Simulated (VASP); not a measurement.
# GaP (F-43m) in VASP: single point with PBEsol

Aim: the single point of GaP with PBEsol.

Program: VASP 6.6.1. These are calculated values, not measurements. Logs are shortened: lines on timing, memory, paths and dates and some standing lists are left out, and cuts for length are marked.

## 1. The cell of the first run

The structure is cubic, space group F-43m (No. 216). The conventional cell has a = 5.438 Å, b = 5.438 Å, c = 5.438 Å, α = 90.00°, β = 90.00°, γ = 90.00°. Within 3.1 Å of Ga (site symmetry -43m) lie 4 P at 2.35 Å. P (site symmetry -43m) has 4 Ga at 2.35 Å within 3.1 Å.

## 2. Single point, PBEsol

INCAR

```
SYSTEM = GaP
PREC = Accurate
ENCUT = 500
EDIFF = 1E-6
ISMEAR = -1
SIGMA = 0.05
LREAL = .False.
LASPH = .True.
NELM = 120
ALGO = Normal
ISIF = 2
LWAVE = .False.
LCHARG = .False.
GGA = PS
NBANDS = 16
GGA_COMPAT = .False.
```

KPOINTS

```
regular mesh
0
Gamma
  8 8 8
  0 0 0
```

POSCAR

```
GaP
1.0
    0.0000000000      2.7192440000      2.7192440000
    2.7192440000      0.0000000000      2.7192440000
    2.7192440000      2.7192440000      0.0000000000
Ga P
1 1
Direct
    0.0000000000      0.0000000000      0.0000000000
    0.2500000000      0.2500000000      0.2500000000
```

Potentials or basis: VASP PAW PBE potentials, release 64 (Ga_d, P).

Command:

```
> cat potpaw_PBE.64/Ga_d/POTCAR potpaw_PBE.64/P/POTCAR > POTCAR
> mpirun -np 1 vasp_std > vasp.out
```

OUTCAR:

```text
SYSTEM = GaP
   PREC = Accurate
   ENCUT = 500
   EDIFF = 1E-6
   ISMEAR = -1
   LREAL = .False.
   LASPH = .True.
   NELM = 120
   ISIF = 2
   GGA = PS

 ion  position               nearest neighbor table
   1  0.000  0.000  0.000-   2 2.35   2 2.35   2 2.35   2 2.35
   2  0.250  0.250  0.250-   1 2.35   1 2.35   1 2.35   1 2.35

  LATTYP: Found a face centered cubic cell.
 ALAT       =     5.4384880000

  Lattice vectors:

 A1 = (   0.0000000000,   2.7192440000,   2.7192440000)
 A2 = (   2.7192440000,   0.0000000000,   2.7192440000)
 A3 = (   2.7192440000,   2.7192440000,   0.0000000000)

Analysis of symmetry for initial positions (statically):
=====================================================================
 Subroutine PRICEL returns:
 Original cell was already a primitive cell.

 Routine SETGRP: Setting up the symmetry group for a
 face centered cubic supercell.

 Subroutine GETGRP returns: Found 24 space group operations
 (whereof 24 operations were pure point group operations)
 out of a pool of 48 trial point group operations.

The static configuration has the point symmetry T_d .

Analysis of symmetry for dynamics (positions and initial velocities):
=====================================================================
 Subroutine PRICEL returns:
 Original cell was already a primitive cell.

 Routine SETGRP: Setting up the symmetry group for a
 face centered cubic supercell.

 Subroutine GETGRP returns: Found 24 space group operations
 (whereof 24 operations were pure point group operations)
 out of a pool of 48 trial point group operations.

The dynamic configuration has the point symmetry T_d .

 Subroutine INISYM returns: Found 24 space group operations
 (whereof 24 operations are pure point group operations),
 and found     1 'primitive' translations

----------------------------------------------------------------------------------------

                                     Primitive cell

  volume of cell :      40.2137

  direct lattice vectors                    reciprocal lattice vectors
     0.000000000  2.719244000  2.719244000    -0.183874636  0.183874636  0.183874636
     2.719244000  0.000000000  2.719244000     0.183874636 -0.183874636  0.183874636
     2.719244000  2.719244000  0.000000000     0.183874636  0.183874636 -0.183874636

  length of vectors
[... 79 lines left out ...]
   LASPH  =      T    aspherical Exc in radial PAW
   ENCUT  =  500.0 eV  36.75 Ry    6.06 a.u.   7.01  7.01  7.01*2*pi/ulx,y,z
   NELM   =    120;   NELMIN=  2; NELMDL= -5     # of ELM steps
   EDIFF  = 0.1E-05   stopping-criterion for ELM
   LREAL  =      F    real-space projection
   EDIFFG = 0.1E-04   stopping-criterion for IOM
   NSW    =      0    number of steps for IOM
   IBRION =     -1    ionic relax: 0-MD 1-quasi-New 2-CG
   NFREE  =      0    steps in history (QN), initial steepest desc. (CG)
   ISIF   =      2    stress and relaxation
   ISYM   =      2    0-nonsym 1-usesym 2-fastsym
   POTIM  = 0.5000    time-step for ionic-motion
   TEBEG  =    0.0;   TEEND  =   0.0 temperature during run
   PSTRESS=    0.0 pullay stress
   NELECT =      18.0000    total number of electrons
   NUPDOWN=      -1.0000    fix difference up-down
   EMIN   =  10.00;   EMAX   =-10.00  energy-range for DOS
   EFERMI =   0.00;   METHOD = LEGACY
   ISMEAR =    -1;   SIGMA  =   0.05  broadening in eV -4-tet -1-fermi 0-gaus
   EFERMI_NEDOS =   21; number of points for ismear=-14 and -15
   IALGO  =     38    algorithm
   IMIX   =      4    mixing-type and parameters
     AMIX     =   0.40;   BMIX     =  1.00
     AMIX_MAG =   1.60;   BMIX_MAG =  1.00
  volume/ion in A,a.u.               =      20.11       135.69
  Fermi-wavevector in a.u.,A,eV,Ry     =   1.252297  2.366499 21.337321  1.568249
  Thomas-Fermi vector in A             =   2.386204
   LORBIT       =      0    0 simple, 1 ext, 2 COOP (PROOUT), +10 PAW based schemes
   GGA     = PS    functional components
   LHFCALC =     F    Hartree Fock is set to
   AEXX    =    0.0000 exact exchange contribution
   IVDW    =     0    specifies the selected vdW correction
   LEPSILON=     F    determine dielectric tensor
   LRPA    =     F    only Hartree local field effects (RPA)
 non-spin polarized calculation
  energy-cutoff  :      500.00
  volume of cell :       40.21
 maximum number of plane-waves:      1036
   NGX = 13   NGY = 13   NGZ = 13

 number of electron      18.0000015 magnetization

 Free energy of the ion-electron system (eV)
  ---------------------------------------------------
  ext. energy  EPLUGINS =         0.00000000
  ---------------------------------------------------
  free energy    TOTEN  =        -9.92101770 eV

  energy without entropy =       -9.92101769  energy(sigma->0) =       -9.92101770

 E-fermi :   5.3625     XC(G=0): -10.0513

 val. band max:        4.6364198053   @ k =   0.0000   0.0000   0.0000
 cond. band min:       6.1392955029   @ k =   0.5000   0.5000   0.0000
 fundamental gap:      1.5028756976
 Fermi energy:         5.3625166275

 k-point     1 :       0.0000    0.0000    0.0000
  band No.  band energies     occupation
      1      -9.9161      2.00000
      2      -9.9161      2.00000
      3      -9.9161      2.00000
      4      -9.8133      2.00000
      5      -9.8133      2.00000
      6      -7.9379      2.00000
[... 433 lines left out ...]
      3      -9.8718      2.00000
      4      -9.8189      2.00000
      5      -9.8059      2.00000
      6      -5.4112      2.00000
[... 8 lines left out ...]
     15      16.5594      0.00000
     16      17.1133      0.00000

 [... further k-points ...]

------------------------ aborting loop because EDIFF is reached ----------------------------------------

  FORCE on cell =-STRESS in cart. coord.  units (eV):
  Direction    XX          YY          ZZ          XY          YZ          ZX
  --------------------------------------------------------------------------------------
  -------------------------------------------------------------------------------------
  Total       -0.0251556     -0.0251556     -0.0251556      0.0000000      0.0000000     -0.0000000
  in kB       -1.0022375     -1.0022375     -1.0022375      0.0000000      0.0000000     -0.0000000
  external PRESSURE =      -1.0022375 kB  Pullay stress =       0.0000000 kB

 VOLUME and BASIS-vectors are now :
 -----------------------------------------------------------------------------
  energy-cutoff  :      500.00
  volume of cell :       40.21
      direct lattice vectors                 reciprocal lattice vectors
     0.000000000  2.719244000  2.719244000    -0.183874636  0.183874636  0.183874636
     2.719244000  0.000000000  2.719244000     0.183874636 -0.183874636  0.183874636
     2.719244000  2.719244000  0.000000000     0.183874636  0.183874636 -0.183874636

 POSITION                                       TOTAL-FORCE (eV/Angst)
 -----------------------------------------------------------------------------------
      0.00000      0.00000      0.00000         0.000000      0.000000      0.000000
      1.35962      1.35962      1.35962        -0.000000     -0.000000     -0.000000
 -----------------------------------------------------------------------------------
    total drift:                                0.000001      0.000001      0.000001

  FREE ENERGIE OF THE ION-ELECTRON SYSTEM (eV)
  ---------------------------------------------------
  free  energy   TOTEN  =        -9.9210177008 eV

  energy  without entropy=       -9.9210176907  energy(sigma->0) =       -9.92101770
```

stdout:

```text
POSCAR found type information on POSCAR GaP
 POSCAR found :  2 types and       2 ions
 scaLAPACK will be used
 -----------------------------------------------------------------------------
|                                                                             |
|                                                                             |
|     You enforced a specific xc type in the INCAR file but a different       |
|     I HOPE YOU KNOW WHAT YOU ARE DOING!                                     |
|                                                                             |
 -----------------------------------------------------------------------------

 LDA part: xc-table for (Slater+PW92), standard interpolation
 POSCAR, INCAR and KPOINTS ok, starting setup
 FFT: planning ... GRIDC
 FFT: planning ... GRID_SOFT
 FFT: planning ... GRID
 WAVECAR not read
 entering main loop
```

It took 26 s on 1 thread of Intel Xeon 8259CL, shared host; peak memory 0.16 GiB.

Results:

- Free energy: -9.9210 eV
- Pressure: -0.1 GPa
- Band gap on the k mesh: 1.50 eV (least direct gap 1.80 eV)

Caveat: the PAW data sets were made with another functional, which shifts forces and pressure a little.
